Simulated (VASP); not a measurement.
Runs of VASP 6.6.1 on SnTe. The structure is that of space group Fm-3m (No. 225), or close to it. The cells are those of the table. 

```tsv
cell	gap on the mesh (eV)	pressure (GPa)
a = 4.486 Å, angles 59.3°, 2 atoms	(a)	-1.7
a = 4.509 Å, angles 58.7°, 2 atoms	0.18	-1.7
a = 4.442 Å, angles 60.7°, 2 atoms	0.32	-1.7
a = 4.420 Å, angles 61.3°, 2 atoms	(b)	-1.7
a = 4.532 Å, angles 58.0°, 2 atoms	0.04	-1.7
a = 4.398 Å, angles 62.0°, 2 atoms	0.12	-1.7
```

Alike in all rows: task electric field gradients; level LDA; potentials or basis VASP PAW LDA potentials, release 64 (Sn_d, Te); no spin polarisation; k mesh 11 × 11 × 11; cutoff (eV) 520; smearing fermi-dirac 0.08 eV.

Estimate the missing entries.

(a) 0.31; (b) 0.21.

Caveats: semilocal functionals underestimate gaps, and a narrow one can read as zero; spin-orbit coupling is left out, which moves the levels of the heavy elements; the smearing spreads over this small gap (at least some runs).

A k mesh can miss the band edges, and the runs leave out spin-orbit coupling on Sn, Te.
